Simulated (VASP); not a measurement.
# GaN (Fm-3m) in VASP: notebook

Runs on GaN. Level: LDA. Tasks: single point.

Program: VASP 6.6.1. These are calculated values, not measurements. Logs are shortened: lines on timing, memory, paths and dates and some standing lists are left out, and cuts for length are marked.

## (1) The cell of the first run

Symmetry: Fm-3m, No. 225, cubic system. The conventional cell has a = 4.181 Å, b = 4.181 Å, c = 4.181 Å, α = 90.00°, β = 90.00°, γ = 90.00°. Within 2.8 Å of Ga (site symmetry m-3m) lie 6 N at 2.09 Å. N (site symmetry m-3m) has 6 Ga at 2.09 Å within 2.8 Å.

## (2) Single point, LDA

Contents of INCAR:

```
SYSTEM = GaN
  PREC = Accurate
  ENCUT = 1330
  EDIFF = 1E-6
  ISMEAR = 0
  SIGMA = 0.05
  LREAL = .FALSE.
  LASPH = .TRUE.
  NELM = 120
  ALGO = Normal
  ISIF = 2
  LWAVE = .FALSE.
  LCHARG = .FALSE.
  NBANDS = 16
  GGA_COMPAT = .FALSE.
```

Contents of KPOINTS:

```
regular mesh
0
G
  8 8 8
  0 0 0
```

Contents of POSCAR:

```
GaN
1.0
    0.0000000000      2.0904248982      2.0904248982
    2.0904248982      0.0000000000      2.0904248982
    2.0904248982      2.0904248982      0.0000000000
Ga N
1 1
Direct
    0.0000000000      0.0000000000      0.0000000000
    0.5000000000      0.5000000000      0.5000000000
```

Potentials or basis: VASP PAW LDA potentials, release 64 (Ga_d, N_h).

Launch:

```
cat potpaw_LDA.64/Ga_d/POTCAR potpaw_LDA.64/N_h/POTCAR > POTCAR
mpirun -np 1 vasp_std > vasp.out
```

OUTCAR:

```text
SYSTEM = GaN
   PREC = Accurate
   ENCUT = 1330
   EDIFF = 1E-6
   ISMEAR = 0
   LREAL = .FALSE.
   LASPH = .TRUE.
   NELM = 120
   ISIF = 2

 ion  position               nearest neighbor table
   1  0.000  0.000  0.000-   2 2.09   2 2.09   2 2.09   2 2.09   2 2.09   2 2.09
   2  0.500  0.500  0.500-   1 2.09   1 2.09   1 2.09   1 2.09   1 2.09   1 2.09

  LATTYP: Found a face centered cubic cell.
 ALAT       =     4.1808497964

  Lattice vectors:

 A1 = (   0.0000000000,   2.0904248982,   2.0904248982)
 A2 = (   2.0904248982,   0.0000000000,   2.0904248982)
 A3 = (   2.0904248982,   2.0904248982,   0.0000000000)

Analysis of symmetry for initial positions (statically):
=====================================================================
 Subroutine PRICEL returns:
 Original cell was already a primitive cell.

 Routine SETGRP: Setting up the symmetry group for a
 face centered cubic supercell.

 Subroutine GETGRP returns: Found 48 space group operations
 (whereof 48 operations were pure point group operations)
 out of a pool of 48 trial point group operations.

The static configuration has the point symmetry O_h .

Analysis of symmetry for dynamics (positions and initial velocities):
=====================================================================
 Subroutine PRICEL returns:
 Original cell was already a primitive cell.

 Routine SETGRP: Setting up the symmetry group for a
 face centered cubic supercell.

 Subroutine GETGRP returns: Found 48 space group operations
 (whereof 48 operations were pure point group operations)
 out of a pool of 48 trial point group operations.

The dynamic configuration has the point symmetry O_h .

 Subroutine INISYM returns: Found 48 space group operations
 (whereof 48 operations are pure point group operations),
 and found     1 'primitive' translations

----------------------------------------------------------------------------------------

                                     Primitive cell

  volume of cell :      18.2698

  direct lattice vectors                    reciprocal lattice vectors
     0.000000000  2.090424898  2.090424898    -0.239185823  0.239185823  0.239185823
     2.090424898  0.000000000  2.090424898     0.239185823 -0.239185823  0.239185823
     2.090424898  2.090424898  0.000000000     0.239185823  0.239185823 -0.239185823

  length of vectors
     2.956307242  2.956307242  2.956307242     0.414281998  0.414281998  0.414281998

  position of ions in fractional coordinates (direct lattice)
     0.000000000  0.000000000  0.000000000
     0.500000000  0.500000000  0.500000000

  ion indices of the primitive-cell ions
   primitive index   ion index
                 1           1
                 2           2

----------------------------------------------------------------------------------------

 KPOINTS: regular mesh

Automatic generation of k-mesh.
 Grid dimensions read from file:
 generate k-points for:    8    8    8

 Generating k-lattice:

  Cartesian coordinates                     Fractional coordinates (reciprocal lattice)
    -0.029898228  0.029898228  0.029898228     0.125000000  0.000000000  0.000000000
     0.029898228 -0.029898228  0.029898228     0.000000000  0.125000000  0.000000000
     0.029898228  0.029898228 -0.029898228     0.000000000  0.000000000  0.125000000

  Length of vectors
     0.051785250  0.051785250  0.051785250

  Shift w.r.t. Gamma in fractional coordinates (k-lattice)
     0.000000000  0.000000000  0.000000000

 Subroutine IBZKPT returns following result:
 ===========================================

 Found     29 irreducible k-points:

 Following reciprocal coordinates:
            Coordinates               Weight
  0.000000  0.000000  0.000000      1.000000
  0.125000  0.000000  0.000000      8.000000
  0.250000  0.000000  0.000000      8.000000
  0.375000  0.000000  0.000000      8.000000
  0.500000  0.000000  0.000000      4.000000
  0.125000  0.125000  0.000000      6.000000
[... 16 lines left out ...]
  0.500000  0.250000  0.125000     48.000000
 -0.375000  0.250000  0.125000     24.000000
 [... further k-points ...]
   k-points           NKPTS =     29   k-points in BZ     NKDIM =     29   number of bands    NBANDS=     16
   number of dos      NEDOS =    301   number of ions     NIONS =      2
   total plane-waves  NPLWV =  46656
   dimension x,y,z NGX =    36 NGY =   36 NGZ =   36
   dimension x,y,z NGXF=    72 NGYF=   72 NGZF=   72
   ions per type =               1   1
   NGX,Y,Z   is equivalent  to a cutoff of  20.24, 20.24, 20.24 a.u.
   NGXF,Y,Z  is equivalent  to a cutoff of  40.49, 40.49, 40.49 a.u.
 SYSTEM =  GaN
   PREC   = accura    normal or accurate (medium, high low for compatibility)
   ISTART =      0    job   : 0-new  1-cont  2-samecut
   ICHARG =      2    charge: 1-file 2-atom 10-const
   ISPIN  =      1    spin polarized calculation?
   LNONCOLLINEAR =      F non collinear calculations
   LSORBIT =      F    spin-orbit coupling
   LASPH  =      T    aspherical Exc in radial PAW
   ENCUT  = 1330.0 eV  97.75 Ry    9.89 a.u.   8.79  8.79  8.79*2*pi/ulx,y,z
   NELM   =    120;   NELMIN=  2; NELMDL= -5     # of ELM steps
   EDIFF  = 0.1E-05   stopping-criterion for ELM
   LREAL  =      F    real-space projection
   EDIFFG = 0.1E-04   stopping-criterion for IOM
   NSW    =      0    number of steps for IOM
   IBRION =     -1    ionic relax: 0-MD 1-quasi-New 2-CG
   NFREE  =      0    steps in history (QN), initial steepest desc. (CG)
   ISIF   =      2    stress and relaxation
   ISYM   =      2    0-nonsym 1-usesym 2-fastsym
   POTIM  = 0.5000    time-step for ionic-motion
   TEBEG  =    0.0;   TEEND  =   0.0 temperature during run
   PSTRESS=    0.0 pullay stress
   NELECT =      18.0000    total number of electrons
   NUPDOWN=      -1.0000    fix difference up-down
   EMIN   =  10.00;   EMAX   =-10.00  energy-range for DOS
   EFERMI =   0.00;   METHOD = LEGACY
   ISMEAR =     0;   SIGMA  =   0.05  broadening in eV -4-tet -1-fermi 0-gaus
   EFERMI_NEDOS =   21; number of points for ismear=-14 and -15
   IALGO  =     38    algorithm
   IMIX   =      4    mixing-type and parameters
     AMIX     =   0.40;   BMIX     =  1.00
     AMIX_MAG =   1.60;   BMIX_MAG =  1.00
  volume/ion in A,a.u.               =       9.13        61.65
  Fermi-wavevector in a.u.,A,eV,Ry     =   1.629000  3.078364 36.104980  2.653641
  Thomas-Fermi vector in A             =   2.721538
   LORBIT       =      0    0 simple, 1 ext, 2 COOP (PROOUT), +10 PAW based schemes
   GGA     = CA    functional components
   LHFCALC =     F    Hartree Fock is set to
   AEXX    =    0.0000 exact exchange contribution
   IVDW    =     0    specifies the selected vdW correction
   LEPSILON=     F    determine dielectric tensor
   LRPA    =     F    only Hartree local field effects (RPA)
 non-spin polarized calculation
 Gauss-broadening in eV      SIGMA  =   0.05
  energy-cutoff  :     1330.00
  volume of cell :       18.27
 maximum number of plane-waves:      2044
   NGX = 17   NGY = 17   NGZ = 17

 number of electron      17.9999999 magnetization

 Free energy of the ion-electron system (eV)
  ---------------------------------------------------
  ext. energy  EPLUGINS =         0.00000000
  ---------------------------------------------------
  free energy    TOTEN  =       -13.08397894 eV

  energy without entropy =      -13.08397894  energy(sigma->0) =      -13.08397894

 E-fermi :   8.7458     XC(G=0): -13.6859

 val. band max:        8.4703657847   @ k =  -0.2500   0.1250   0.0000
 cond. band min:       9.1106124532   @ k =   0.5000   0.5000   0.0000
 fundamental gap:      0.6402466685
 Fermi energy:         8.7458248530

 k-point     1 :       0.0000    0.0000    0.0000
  band No.  band energies     occupation
      1      -9.0474      2.00000
      2      -5.6063      2.00000
      3      -5.6063      2.00000
      4      -5.6063      2.00000
      5      -5.4999      2.00000
      6      -5.4999      2.00000
[... 8 lines left out ...]
     15      24.4821      0.00000
     16      24.4822      0.00000

 k-point     2 :       0.1250    0.0000    0.0000
  band No.  band energies     occupation
      1      -8.7293      2.00000
      2      -5.6201      2.00000
      3      -5.5947      2.00000
      4      -5.5947      2.00000
      5      -5.5171      2.00000
      6      -5.5171      2.00000
[... 8 lines left out ...]
     15      24.7945      0.00000
     16      24.7945      0.00000

 k-point     3 :       0.2500    0.0000    0.0000
  band No.  band energies     occupation
      1      -7.8268      2.00000
      2      -5.6571      2.00000
      3      -5.6571      2.00000
      4      -5.6522      2.00000
      5      -5.4664      2.00000
      6      -5.4664      2.00000
[... 8 lines left out ...]
     15      26.5359      0.00000
     16      26.5359      0.00000

 k-point     4 :       0.3750    0.0000    0.0000
  band No.  band energies     occupation
      1      -6.5789      2.00000
      2      -5.7448      2.00000
      3      -5.7448      2.00000
      4      -5.6797      2.00000
      5      -5.3878      2.00000
      6      -5.3878      2.00000
[... 8 lines left out ...]
     15      29.3079      0.00000
     16      29.3079      0.00000

 k-point     5 :       0.5000    0.0000    0.0000
  band No.  band energies     occupation
      1      -5.8567      2.00000
      2      -5.7817      2.00000
      3      -5.7817      2.00000
      4      -5.6591      2.00000
      5      -5.3540      2.00000
      6      -5.3540      2.00000
[... 8 lines left out ...]
     15      31.9388      0.00000
     16      31.9388      0.00000

 k-point     6 :       0.1250    0.1250    0.0000
  band No.  band energies     occupation
      1      -8.6357      2.00000
      2      -5.6361      2.00000
      3      -5.5735      2.00000
      4      -5.5702      2.00000
      5      -5.5702      2.00000
      6      -5.4821      2.00000
[... 8 lines left out ...]
     15      27.4174      0.00000
     16      27.4174      0.00000

 k-point     7 :       0.2500    0.1250    0.0000
  band No.  band energies     occupation
      1      -7.9797      2.00000
      2      -5.6673      2.00000
      3      -5.6362      2.00000
      4      -5.5745      2.00000
      5      -5.4809      2.00000
      6      -5.4425      2.00000
[... 8 lines left out ...]
     15      27.7213      0.00000
     16      28.6972      0.00000

 k-point     8 :       0.3750    0.1250    0.0000
  band No.  band energies     occupation
      1      -7.0190      2.00000
      2      -5.7342      2.00000
      3      -5.6525      2.00000
      4      -5.6075      2.00000
      5      -5.3729      2.00000
      6      -5.2471      2.00000
[... 8 lines left out ...]
     15      28.3541      0.00000
     16      30.7238      0.00000

 k-point     9 :       0.5000    0.1250    0.0000
  band No.  band energies     occupation
      1      -6.4192      2.00000
      2      -5.7907      2.00000
      3      -5.7250      2.00000
      4      -5.5322      2.00000
      5      -5.3480      2.00000
      6      -4.7514      2.00000
[... 8 lines left out ...]
     15      29.4184      0.00000
     16      32.0512      0.00000
[... 172 lines left out ...]
 k-point    19 :       0.5000    0.3750    0.0000
  band No.  band energies     occupation
      1      -7.2846      2.00000
      2      -5.7800      2.00000
      3      -5.4345      2.00000
      4      -5.3566      2.00000
      5      -5.3115      2.00000
      6      -2.8916      2.00000
[... 8 lines left out ...]
     15      34.7251      0.00000
     16      36.5871      0.00000

 k-point    20 :      -0.3750    0.3750    0.0000
  band No.  band energies     occupation
      1      -7.0722      2.00000
      2      -5.7301      2.00000
      3      -5.5309      2.00000
      4      -5.4489      2.00000
      5      -5.3341      2.00000
      6      -2.7478      2.00000
[... 8 lines left out ...]
     15      31.7341      0.00000
     16      34.0334      0.00000

 k-point    21 :       0.5000    0.5000    0.0000
  band No.  band energies     occupation
      1      -7.3911      2.00000
      2      -5.8114      2.00000
      3      -5.3779      2.00000
      4      -5.2944      2.00000
      5      -5.2944      2.00000
      6      -2.3045      2.00000
[... 8 lines left out ...]
     15      36.7787      0.00000
     16      37.0366      0.00000

 k-point    22 :       0.3750    0.2500    0.1250
  band No.  band energies     occupation
      1      -7.3698      2.00000
      2      -5.6833      2.00000
      3      -5.6303      2.00000
      4      -5.5532      2.00000
      5      -5.4680      2.00000
      6      -5.2034      2.00000
[... 8 lines left out ...]
     15      29.9741      0.00000
     16      30.3979      0.00000

 k-point    23 :       0.5000    0.2500    0.1250
  band No.  band energies     occupation
      1      -6.8561      2.00000
      2      -5.7109      2.00000
      3      -5.6410      2.00000
      4      -5.5624      2.00000
      5      -5.3849      2.00000
      6      -4.5178      2.00000
[... 8 lines left out ...]
     15      29.9962      0.00000
     16      31.5223      0.00000

 k-point    24 :      -0.3750    0.2500    0.1250
  band No.  band energies     occupation
      1      -6.7060      2.00000
      2      -5.7417      2.00000
      3      -5.6438      2.00000
      4      -5.5543      2.00000
      5      -5.3504      2.00000
      6      -3.9028      2.00000
[... 8 lines left out ...]
     15      27.7211      0.00000
     16      32.4132      0.00000

 [... further k-points ...]

------------------------ aborting loop because EDIFF is reached ----------------------------------------

  FORCE on cell =-STRESS in cart. coord.  units (eV):
  Direction    XX          YY          ZZ          XY          YZ          ZX
  --------------------------------------------------------------------------------------
  -------------------------------------------------------------------------------------
  Total        0.1489838      0.1489838      0.1489838      0.0000000      0.0000000     -0.0000000
  in kB       13.0651917     13.0651917     13.0651917      0.0000000      0.0000000     -0.0000000
  external PRESSURE =      13.0651917 kB  Pullay stress =       0.0000000 kB

 VOLUME and BASIS-vectors are now :
 -----------------------------------------------------------------------------
  energy-cutoff  :     1330.00
  volume of cell :       18.27
      direct lattice vectors                 reciprocal lattice vectors
     0.000000000  2.090424898  2.090424898    -0.239185823  0.239185823  0.239185823
     2.090424898  0.000000000  2.090424898     0.239185823 -0.239185823  0.239185823
     2.090424898  2.090424898  0.000000000     0.239185823  0.239185823 -0.239185823

 POSITION                                       TOTAL-FORCE (eV/Angst)
 -----------------------------------------------------------------------------------
      0.00000      0.00000      0.00000        -0.000000     -0.000000     -0.000000
      2.09042      2.09042      2.09042         0.000000      0.000000      0.000000
 -----------------------------------------------------------------------------------
    total drift:                                0.000000      0.000000      0.000000

  FREE ENERGIE OF THE ION-ELECTRON SYSTEM (eV)
  ---------------------------------------------------
  free  energy   TOTEN  =       -13.0839789429 eV

  energy  without entropy=      -13.0839789429  energy(sigma->0) =      -13.08397894
```

Run time: 27 s. Hardware: 1 thread of Intel Xeon Platinum 8375C at 2.90GHz (Ice Lake), shared host; peak memory 0.2 GiB.

What came out:

| Item | Value |
| --- | --- |
| Free energy | -13.0840 eV |
| Pressure | 1.3 GPa |
| Band gap on the k mesh | 0.64 eV (least direct gap 3.25 eV) |

A k mesh can miss the band edges.

## (3) Single point, LDA

This run uses another cell than the first one, of 9.53 Å³/atom.

Contents of INCAR:

```
SYSTEM = GaN
PREC = Accurate
ENCUT = 1330
EDIFF = 1E-6
ISMEAR = 0
SIGMA = 0.05
LREAL = .False.
LASPH = .True.
NELM = 120
ALGO = Normal
ISIF = 2
LWAVE = .False.
LCHARG = .False.
GGA = CA
NBANDS = 16
GGA_COMPAT = .False.
```

Contents of KPOINTS:

```
Automatic mesh
0
Gamma
  8 8 8
  0 0 0
```

Contents of POSCAR:

```
GaN
1.0
    0.0000000000      2.1200000000      2.1200000000
    2.1200000000      0.0000000000      2.1200000000
    2.1200000000      2.1200000000      0.0000000000
Ga N
1 1
Direct
    0.0000000000      0.0000000000      0.0000000000
    0.5000000000      0.5000000000      0.5000000000
```

Potentials or basis: VASP PAW LDA potentials, release 64 (Ga_d, N_h).

Launch:

```
cat potpaw_LDA.64/Ga_d/POTCAR potpaw_LDA.64/N_h/POTCAR > POTCAR
mpirun -np 1 vasp_std > vasp.out
```

It took 21 s on 1 thread of Intel Xeon Platinum 8259CL at 2.50GHz (Skylake/Cascade Lake), shared host; peak memory 0.2 GiB.

The run converged. Its results:

```yaml
Free_energy: -13.0664 eV
Pressure: -8.5 GPa
Band_gap_on_the_k_mesh: 0.37 eV (least direct gap 2.71 eV)
```

Levels at points of the mesh, in eV from the valence-band top:
```tsv
k point	band 6	band 7	band 8	band 9	band 10	band 11	band 12	band 13
(0.00, 0.00, 0.00)	-13.99	-0.50	-0.50	-0.50	2.22	14.62	14.62	14.62
(0.50, 0.00, 0.00)	-13.86	-8.28	-0.15	-0.15	4.64	8.86	8.86	9.13
(0.50, 0.50, 0.00)	-10.86	-7.09	-3.02	-3.02	0.37	7.77	11.69	14.16
```

Caveat: the cell stands under tension. A k mesh can miss the band edges.
